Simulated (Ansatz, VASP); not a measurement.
BeGa3 in VASP and in Ansatz

```
Be Ga
1.0
    -2.04362    2.04362    3.79068
     2.04362   -2.04362    3.79068
     2.04362    2.04362   -3.79068
Be Ga
1 3
Cartesian
  0.0000 0.0000 0.0000
  0.0000 2.0436 1.8953
  2.0436 0.0000 1.8953
  0.0000 0.0000 3.7907
```

Alike in both runs: task single point; functional PBE; k mesh 7 × 7 × 7; occupations fermi-dirac, width 0.05 eV; no spin polarisation.

|  | VASP | Ansatz |
| --- | --- | --- |
| version | VASP 6.6.1 | Ansatz 0.2.0 |
| potentials or method | VASP PAW PBE potentials, release 64 (Be, Ga_d) | plane waves, PAW |
| plane-wave cutoff (eV) | 520 | 420 |
| valence electrons in the cell | 41 | 41 |

```csv
,VASP,Ansatz,Ansatz less VASP
gap on the k mesh at the Fermi level (eV),none,none,-
pressure (GPa),-0.1,-0.1,-0.04
"traceless stress, the component that is largest in VASP (GPa)",3.42,3.41,-0.004
```

A gap of «none» marks a metal or a gap that the smearing closes.
